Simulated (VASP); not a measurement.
# BaO: single point with PBEsol

BaO:

```xyz
2
Lattice="0.0000 2.1074 2.1074 2.1074 0.0000 2.1074 2.1074 2.1074 0.0000" Properties=species:S:1:pos:R:3 pbc="T T T"
Ba    0.0000    0.0000    0.0000
O     2.1074    2.1074    2.1074
```

This cell differs from its parent crystal: volume scaled by 0.45.

```yaml
Program: VASP 6.6.1
Task: single point
Functional: PBEsol
Potentials_or_basis: VASP PAW PBE potentials, release 64 (Ba_sv, O)
Cutoff: 600 eV
k_mesh: 9 × 9 × 9
Occupations: fermi-dirac, width 0.03 eV
Spin: no spin polarisation
```

- Pressure: 356.1 GPa
- Band gap on the k mesh: zero (band 8 reaches 10.92 eV, above the bottom of band 9 at 9.29 eV)

Levels at points of the mesh, in eV from the Fermi level:
```tsv
k point	band 6	band 7	band 8	band 9	band 10	band 11
(0.00, 0.00, 0.00)	-2.49	-2.49	-2.49	2.35	2.35	2.35
```

It took 18 s on 1 thread of Intel Xeon 8259CL, on a shared host, peak memory 0.15 GiB.

Caveat: the PAW data sets were made with another functional, which shifts forces and pressure a little; spin-orbit coupling is left out, which moves the levels of the heavy elements.
